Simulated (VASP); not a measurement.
# SnSe2 (P-3m1) in VASP: further runs, part 2 of 2

VASP 6.6.1. Earlier steps stand in the parts before.

## 3. Single point, PBE+D3(BJ) (volume scaled by 0.88, then relaxed in part)

File INCAR:

```
SYSTEM = SnSe2
PREC = Accurate ; ENCUT = 500
EDIFF = 1E-6 ; ISMEAR = 0
SIGMA = 0.02 ; LREAL = .False.
LASPH = .True. ; NELM = 120
ALGO = Normal ; ISIF = 2
LWAVE = .False. ; LCHARG = .False.
GGA = PE ; IVDW = 12
NBANDS = 20 ; GGA_COMPAT = .False.
```

File KPOINTS:

```
regular mesh
0
Gamma
  12 12 6
  0 0 0
```

File POSCAR:

```
SnSe2
1.0
    3.7659648490      0.0000000000      0.0000000000
   -1.8829824245      3.2614212290      0.0000000000
    0.0000000000      0.0000000000      5.4963090134
Sn Se
1 2
Direct
    0.0000000000      0.0000000000      0.0000000000
    0.3333333333      0.6666666667      0.2887259331
    0.6666666667      0.3333333333      0.7112740669
```

Potentials or basis: VASP PAW PBE potentials, release 64 (Sn_d, Se).

Run with:

```console
$ cat potpaw_PBE.64/Sn_d/POTCAR potpaw_PBE.64/Se/POTCAR > POTCAR
$ mpirun -np 1 vasp_std > vasp.out
```

OUTCAR:

```text
SYSTEM = SnSe2
   PREC = Accurate
   ENCUT = 500
   EDIFF = 1E-6
   ISMEAR = 0
   LREAL = .False.
   LASPH = .True.
   NELM = 120
   ISIF = 2
   GGA = PE
   IVDW = 12
 IVDW          = 12

 ion  position               nearest neighbor table
   1  0.000  0.000  0.000-   2 2.69   3 2.69   3 2.69   2 2.69   3 2.69   2 2.69
   2  0.333  0.667  0.289-   1 2.69   1 2.69   1 2.69
   3  0.667  0.333  0.711-   1 2.69   1 2.69   1 2.69

  LATTYP: Found a hexagonal cell.
 ALAT       =     3.7659648490
 C/A-ratio  =     1.4594690162

  Lattice vectors:

 A1 = (   3.7659648490,   0.0000000000,   0.0000000000)
 A2 = (  -1.8829824245,   3.2614212290,   0.0000000000)
 A3 = (   0.0000000000,   0.0000000000,   5.4963090134)

Analysis of symmetry for initial positions (statically):
=====================================================================
 Subroutine PRICEL returns:
 Original cell was already a primitive cell.

 Routine SETGRP: Setting up the symmetry group for a
 hexagonal supercell.

 Subroutine GETGRP returns: Found 12 space group operations
 (whereof 12 operations were pure point group operations)
 out of a pool of 24 trial point group operations.

The static configuration has the point symmetry D_3d.

Analysis of symmetry for dynamics (positions and initial velocities):
=====================================================================
 Subroutine PRICEL returns:
 Original cell was already a primitive cell.

 Routine SETGRP: Setting up the symmetry group for a
 hexagonal supercell.

 Subroutine GETGRP returns: Found 12 space group operations
 (whereof 12 operations were pure point group operations)
 out of a pool of 24 trial point group operations.

The dynamic configuration has the point symmetry D_3d.

 Subroutine INISYM returns: Found 12 space group operations
 (whereof 12 operations are pure point group operations),
 and found     1 'primitive' translations

----------------------------------------------------------------------------------------

                                     Primitive cell

  volume of cell :      67.5079

  direct lattice vectors                    reciprocal lattice vectors
     3.765964849  0.000000000  0.000000000     0.265536201  0.153307397  0.000000000
    -1.882982424  3.261421229  0.000000000     0.000000000  0.306614795  0.000000000
     0.000000000  0.000000000  5.496309013     0.000000000  0.000000000  0.181940280

  length of vectors
     3.765964849  3.765964849  5.496309013     0.306614795  0.306614795  0.181940280

  position of ions in fractional coordinates (direct lattice)
     0.000000000  0.000000000  0.000000000
     0.333333333  0.666666667  0.288725933
     0.666666667  0.333333333  0.711274067

  ion indices of the primitive-cell ions
   primitive index   ion index
                 1           1
                 2           2
                 3           3

----------------------------------------------------------------------------------------

 KPOINTS: regular mesh

Automatic generation of k-mesh.
 Grid dimensions read from file:
 generate k-points for:   12   12    6

 Generating k-lattice:

  Cartesian coordinates                     Fractional coordinates (reciprocal lattice)
     0.022128017  0.012775616  0.000000000     0.083333333  0.000000000  0.000000000
     0.000000000  0.025551233  0.000000000     0.000000000  0.083333333  0.000000000
     0.000000000  0.000000000  0.030323380     0.000000000  0.000000000  0.166666667

  Length of vectors
     0.025551233  0.025551233  0.030323380

  Shift w.r.t. Gamma in fractional coordinates (k-lattice)
     0.000000000  0.000000000  0.000000000

 Subroutine IBZKPT returns following result:
 ===========================================

 Found    100 irreducible k-points:

 Following reciprocal coordinates:
            Coordinates               Weight
  0.000000  0.000000  0.000000      1.000000
  0.083333 -0.000000  0.000000      6.000000
  0.166667 -0.000000  0.000000      6.000000
  0.250000 -0.000000  0.000000      6.000000
  0.333333  0.000000  0.000000      6.000000
  0.416667  0.000000  0.000000      6.000000
[... 16 lines left out ...]
  0.166667 -0.000000  0.166667      6.000000
  0.000000  0.166667  0.166667      6.000000
 [... further k-points ...]
   k-points           NKPTS =    100   k-points in BZ     NKDIM =    100   number of bands    NBANDS=     20
   number of dos      NEDOS =    301   number of ions     NIONS =      3
   total plane-waves  NPLWV =  31360
   dimension x,y,z NGX =    28 NGY =   28 NGZ =   40
   dimension x,y,z NGXF=    56 NGYF=   56 NGZF=   80
   ions per type =               1   2
   NGX,Y,Z   is equivalent  to a cutoff of  12.36, 12.36, 12.10 a.u.
   NGXF,Y,Z  is equivalent  to a cutoff of  24.72, 24.72, 24.20 a.u.
 SYSTEM =  SnSe2
   PREC   = accura    normal or accurate (medium, high low for compatibility)
   ISTART =      0    job   : 0-new  1-cont  2-samecut
   ICHARG =      2    charge: 1-file 2-atom 10-const
   ISPIN  =      1    spin polarized calculation?
   LNONCOLLINEAR =      F non collinear calculations
   LSORBIT =      F    spin-orbit coupling
   LASPH  =      T    aspherical Exc in radial PAW
   ENCUT  =  500.0 eV  36.75 Ry    6.06 a.u.   6.87  6.87 10.02*2*pi/ulx,y,z
   NELM   =    120;   NELMIN=  2; NELMDL= -5     # of ELM steps
   EDIFF  = 0.1E-05   stopping-criterion for ELM
   LREAL  =      F    real-space projection
   EDIFFG = 0.1E-04   stopping-criterion for IOM
   NSW    =      0    number of steps for IOM
   IBRION =     -1    ionic relax: 0-MD 1-quasi-New 2-CG
   NFREE  =      0    steps in history (QN), initial steepest desc. (CG)
   ISIF   =      2    stress and relaxation
   ISYM   =      2    0-nonsym 1-usesym 2-fastsym
   POTIM  = 0.5000    time-step for ionic-motion
   TEBEG  =    0.0;   TEEND  =   0.0 temperature during run
   PSTRESS=    0.0 pullay stress
   NELECT =      26.0000    total number of electrons
   NUPDOWN=      -1.0000    fix difference up-down
   EMIN   =  10.00;   EMAX   =-10.00  energy-range for DOS
   EFERMI =   0.00;   METHOD = LEGACY
   ISMEAR =     0;   SIGMA  =   0.02  broadening in eV -4-tet -1-fermi 0-gaus
   EFERMI_NEDOS =   21; number of points for ismear=-14 and -15
   IALGO  =     38    algorithm
   IMIX   =      4    mixing-type and parameters
     AMIX     =   0.40;   BMIX     =  1.00
     AMIX_MAG =   1.60;   BMIX_MAG =  1.00
  volume/ion in A,a.u.               =      22.50       151.86
  Fermi-wavevector in a.u.,A,eV,Ry     =   1.191099  2.250851 19.302813  1.418717
  Thomas-Fermi vector in A             =   2.327168
   LORBIT       =      0    0 simple, 1 ext, 2 COOP (PROOUT), +10 PAW based schemes
   GGA     = PE    functional components
   LHFCALC =     F    Hartree Fock is set to
   AEXX    =    0.0000 exact exchange contribution
   IVDW    =    12    specifies the selected vdW correction
   LEPSILON=     F    determine dielectric tensor
   LRPA    =     F    only Hartree local field effects (RPA)
 non-spin polarized calculation
 Gauss-broadening in eV      SIGMA  =   0.02
  energy-cutoff  :      500.00
  volume of cell :       67.51
 maximum number of plane-waves:      1734
   NGX = 13   NGY = 13   NGZ = 21

 number of electron      25.9999989 magnetization

 Free energy of the ion-electron system (eV)
  ---------------------------------------------------
  ext. energy  EPLUGINS =         0.00000000
  ---------------------------------------------------
  free energy    TOTEN  =       -11.49575664 eV

  energy without entropy =      -11.49562793  energy(sigma->0) =      -11.49569228

 E-fermi :   6.2768     XC(G=0): -10.2461

 val. band max:        6.2739915522   @ k =   0.1667  -0.0000   0.0000
 cond. band min:       6.2997115749   @ k =   0.3333   0.2500   0.0000
 fundamental gap:      0.0257200227
 Fermi energy:         6.2768333799

 k-point     1 :       0.0000    0.0000    0.0000
  band No.  band energies     occupation
      1     -15.5099      2.00000
      2     -15.5099      2.00000
      3     -15.4699      2.00000
      4     -15.4538      2.00000
      5     -15.4538      2.00000
      6      -8.7122      2.00000
[... 12 lines left out ...]
     19      15.0823      0.00000
[... 513 lines left out ...]
      4     -15.4580      2.00000
      5     -15.4519      2.00000
      6      -8.3229      2.00000
[... 12 lines left out ...]
     19      13.6255      0.00000
     20      14.3080      0.00000

 [... further k-points ...]

------------------------ aborting loop because EDIFF is reached ----------------------------------------

 Edisp (eV)   -1.25005

 E8    (eV) :    -0.5475

  FORCE on cell =-STRESS in cart. coord.  units (eV):
  Direction    XX          YY          ZZ          XY          YZ          ZX
  --------------------------------------------------------------------------------------
  -------------------------------------------------------------------------------------
  Total       2.69143     2.69143     2.69146     0.00000     0.00000     0.00000
  in kB      63.87625    63.87625    63.87689     0.00000     0.00000     0.00000
  external pressure =       63.88 kB  Pullay stress =        0.00 kB

 VOLUME and BASIS-vectors are now :
 -----------------------------------------------------------------------------
  energy-cutoff  :      500.00
  volume of cell :       67.51
      direct lattice vectors                 reciprocal lattice vectors
     3.765964849  0.000000000  0.000000000     0.265536201  0.153307397  0.000000000
    -1.882982424  3.261421229  0.000000000     0.000000000  0.306614795  0.000000000
     0.000000000  0.000000000  5.496309013     0.000000000  0.000000000  0.181940280

 POSITION                                       TOTAL-FORCE (eV/Angst)
 -----------------------------------------------------------------------------------
      0.00000      0.00000      0.00000         0.000000      0.000000      0.000000
     -0.00000      2.17428      1.58693         0.000000      0.000000      0.019321
      1.88298      1.08714      3.90938        -0.000000      0.000000     -0.019321
 -----------------------------------------------------------------------------------
    total drift:                               -0.000000      0.000000     -0.000000

  FREE ENERGIE OF THE ION-ELECTRON SYSTEM (eV)
  ---------------------------------------------------
  free  energy   TOTEN  =       -12.7458076235 eV

  energy  without entropy=      -12.7456789109  energy(sigma->0) =      -12.74574327
```

It took 49 s on 1 thread of AMD EPYC 9R45 (Zen 5), shared host; peak memory 0.24 GiB.

Results:

| Item | Value |
| --- | --- |
| Free energy | -12.7458 eV |
| Pressure | 6.4 GPa |
| Largest force | 0.019 eV/Å |
| Band gap on the k mesh | zero (band 13 reaches 6.41 eV, above the bottom of band 14 at 6.06 eV) |
| Dispersion energy per atom | -0.417 eV |

Forces on the atoms (eV/Å):
```
Sn   0.000  0.000  0.000
Se   0.000  0.000  0.019
Se   0.000  0.000 -0.019
```

Caveat: spin-orbit coupling is left out, which moves the levels of the heavy elements; pairwise dispersion overbinds metals, which lowers pressure and volume.

## 4. Single point, PBE+D3(BJ) (volume scaled by 0.91, then relaxed in part)

File INCAR:

```
PREC = Accurate ; ENCUT = 500
EDIFF = 1E-6 ; ISMEAR = 0
SIGMA = 0.02 ; LREAL = F
LASPH = T ; NELM = 120
ALGO = Normal ; ISIF = 2
LWAVE = F ; LCHARG = F
GGA = PE ; IVDW = 12
NBANDS = 20 ; GGA_COMPAT = F
```

File KPOINTS:

```
Automatic mesh
0
Gamma
  12 12 6
```

File POSCAR:

```
SnSe2
1.0
    3.7866205355      0.0000000000      0.0000000000
   -1.8933102677      3.2793095782      0.0000000000
    0.0000000000      0.0000000000      5.6218443113
Sn Se
1 2
Direct
    0.0000000000      0.0000000000      0.0000000000
    0.3333333333      0.6666666667      0.2830331316
    0.6666666667      0.3333333333      0.7169668684
```

Run with:

```console
$ cat potpaw_PBE.64/Sn_d/POTCAR potpaw_PBE.64/Se/POTCAR > POTCAR
$ mpirun -np 1 vasp_std > vasp.out
```

Wall time 52 s (1 thread of AMD EPYC 9R45 (Zen 5), shared host); peak memory 0.24 GiB.

The run converged. Its results:

```
Free energy                : -12.8200 eV
Pressure                   : 4.2 GPa
Largest force              : 0.011 eV/Å
Band gap on the k mesh     : zero (band 13 reaches 5.88 eV, above the bottom of band 14 at 5.81 eV)
Dispersion energy per atom : -0.402 eV
```

Forces on the atoms (eV/Å):
```
Sn   0.000  0.000  0.000
Se   0.000  0.000  0.011
Se   0.000  0.000 -0.011
```

Stress tensor (GPa, compression positive):
```
4.18 0.00 0.00
0.00 4.18 0.00
0.00 0.00 4.09
```

Levels at points of the mesh, in eV from the Fermi level:
| k point | band 11 | band 12 | band 13 | band 14 | band 15 | band 16 |
| --- | --- | --- | --- | --- | --- | --- |
| (0.00, 0.00, 0.00) | -1.05 | -1.05 | -0.18 | 0.51 | 2.72 | 4.34 |
| (0.50, 0.00, 0.00) | -3.30 | -2.60 | -0.56 | 1.18 | 3.16 | 4.23 |
| (0.00, 0.00, 0.50) | -1.40 | -0.57 | -0.57 | 2.51 | 2.57 | 3.65 |
| (0.50, 0.00, 0.50) | -2.31 | -1.73 | -1.69 | 0.61 | 3.46 | 4.28 |

Caveat: spin-orbit coupling is left out, which moves the levels of the heavy elements; pairwise dispersion overbinds metals, which lowers pressure and volume.

## 5. Single point, PBE+D3(BJ) (volume scaled by 0.94, then relaxed in part)

INCAR is that of step 4.

KPOINTS is that of step 4.

File POSCAR:

```
SnSe2
1.0
    3.8051551550      0.0000000000      0.0000000000
   -1.9025775775      3.2953610295      0.0000000000
    0.0000000000      0.0000000000      5.7507449614
Sn Se
1 2
Direct
    0.0000000000      0.0000000000      0.0000000000
    0.3333333333      0.6666666667      0.2767851406
    0.6666666667      0.3333333333      0.7232148594
```

Potentials or basis: VASP PAW PBE potentials, release 64 (Sn_d, Se).

Run with:

```console
$ cat potpaw_PBE.64/Sn_d/POTCAR potpaw_PBE.64/Se/POTCAR > POTCAR
$ mpirun -np 1 vasp_std > vasp.out
```

OUTCAR:

```text
PREC = Accurate
   ENCUT = 500
   EDIFF = 1E-6
   ISMEAR = 0
   LREAL = F
   LASPH = T
   NELM = 120
   ISIF = 2
   GGA = PE
   IVDW = 12
 IVDW          = 12

 ion  position               nearest neighbor table
   1  0.000  0.000  0.000-   2 2.71   3 2.71   2 2.71   3 2.71   3 2.71   2 2.71
   2  0.333  0.667  0.277-   1 2.71   1 2.71   1 2.71
   3  0.667  0.333  0.723-   1 2.71   1 2.71   1 2.71

  LATTYP: Found a hexagonal cell.
 ALAT       =     3.8051551550
 C/A-ratio  =     1.5113036728

  Lattice vectors:

 A1 = (   3.8051551550,   0.0000000000,   0.0000000000)
 A2 = (  -1.9025775775,   3.2953610295,   0.0000000000)
 A3 = (   0.0000000000,   0.0000000000,   5.7507449614)

Analysis of symmetry for initial positions (statically):
=====================================================================
 Subroutine PRICEL returns:
 Original cell was already a primitive cell.

 Routine SETGRP: Setting up the symmetry group for a
 hexagonal supercell.

 Subroutine GETGRP returns: Found 12 space group operations
 (whereof 12 operations were pure point group operations)
[... 163 lines left out ...]

  energy without entropy =      -11.70032569  energy(sigma->0) =      -11.70032970

 E-fermi :   5.4067     XC(G=0):  -9.8968

 val. band max:        5.3722304147   @ k =   0.0833   0.0833   0.0000
 cond. band min:       5.4411925819   @ k =   0.0000   0.4167   0.3333
 fundamental gap:      0.0689621672
 Fermi energy:         5.4067115048

 k-point     1 :       0.0000    0.0000    0.0000
  band No.  band energies     occupation
      1     -16.2997      2.00000
      2     -16.2997      2.00000
      3     -16.2629      2.00000
      4     -16.2498      2.00000
      5     -16.2498      2.00000
      6      -9.1062      2.00000
[... 541 lines left out ...]
     19      12.8024      0.00000
     20      13.6836      0.00000

 [... further k-points ...]

------------------------ aborting loop because EDIFF is reached ----------------------------------------

 Edisp (eV)   -1.16619

 E8    (eV) :    -0.5106

  FORCE on cell =-STRESS in cart. coord.  units (eV):
  Direction    XX          YY          ZZ          XY          YZ          ZX
  --------------------------------------------------------------------------------------
  -------------------------------------------------------------------------------------
  Total       1.12249     1.12249     1.10299     0.00000     0.00000     0.00000
  in kB      24.93974    24.93974    24.50658     0.00000     0.00000     0.00000
  external pressure =       24.80 kB  Pullay stress =        0.00 kB

 VOLUME and BASIS-vectors are now :
 -----------------------------------------------------------------------------
  energy-cutoff  :      500.00
  volume of cell :       72.11
      direct lattice vectors                 reciprocal lattice vectors
     3.805155155  0.000000000  0.000000000     0.262801373  0.151728444  0.000000000
    -1.902577578  3.295361029  0.000000000     0.000000000  0.303456887  0.000000000
     0.000000000  0.000000000  5.750744961     0.000000000  0.000000000  0.173890514

 POSITION                                       TOTAL-FORCE (eV/Angst)
 -----------------------------------------------------------------------------------
      0.00000      0.00000      0.00000         0.000000      0.000000      0.000000
     -0.00000      2.19691      1.59172        -0.000000      0.000000      0.010298
      1.90258      1.09845      4.15902         0.000000     -0.000000     -0.010298
 -----------------------------------------------------------------------------------
    total drift:                                0.000000      0.000000      0.000000

  FREE ENERGIE OF THE ION-ELECTRON SYSTEM (eV)
  ---------------------------------------------------
  free  energy   TOTEN  =       -12.8665214718 eV

  energy  without entropy=      -12.8665134505  energy(sigma->0) =      -12.86651746
```

stdout:

```text
POSCAR found type information on POSCAR SnSe
 POSCAR found :  2 types and       3 ions
 scaLAPACK will be used
 LDA part: xc-table for (Slater+PW92), standard interpolation
 POSCAR, INCAR and KPOINTS ok, starting setup
 FFT: planning ... GRIDC
 FFT: planning ... GRID_SOFT
 FFT: planning ... GRID
 WAVECAR not read
 entering main loop
```

It took 51 s on 1 thread of AMD EPYC 9R45 (Zen 5), shared host; peak memory 0.24 GiB.

Results:

```yaml
Free_energy: -12.8665 eV
Pressure: 2.5 GPa
Largest_force: 0.010 eV/Å
Band_gap_on_the_k_mesh: 0.07 eV, indirect (least direct gap 0.71 eV)
Dispersion_energy_per_atom: -0.389 eV
```

Forces on the atoms (eV/Å):
```
Sn   0.000  0.000  0.000
Se   0.000  0.000  0.010
Se   0.000  0.000 -0.010
```

Caveat: spin-orbit coupling is left out, which moves the levels of the heavy elements.

## 6. Overview

```csv
task,cell,cutoff (eV),gap on the mesh (eV),pressure (GPa),largest force (eV/Å)
relaxation of cell and atoms,"relaxed from a = 3.839, b = 3.839, c = 6.011 Å, angles 90.0, 90.0, 120.0°, 3 atoms",600,0.34,0.0,-
single point,"a = 3.766, b = 3.766, c = 5.496 Å, angles 90.0, 90.0, 120.0°, 3 atoms",500,none,6.4,0.02
single point,"a = 3.787, b = 3.787, c = 5.622 Å, angles 90.0, 90.0, 120.0°, 3 atoms",500,none,4.2,0.01
single point,"a = 3.805, b = 3.805, c = 5.751 Å, angles 90.0, 90.0, 120.0°, 3 atoms",500,0.07,2.5,0.01
```

Alike in all rows: level PBE+D3(BJ); potentials or basis VASP PAW PBE potentials, release 64 (Sn_d, Se); no spin polarisation; k mesh 12 × 12 × 6; smearing gaussian 0.02 eV.

Caveats: spin-orbit coupling is left out, which moves the levels of the heavy elements; pairwise dispersion overbinds metals, which lowers pressure and volume (some runs).

Absolute energies hang on the potentials; compare differences alone.
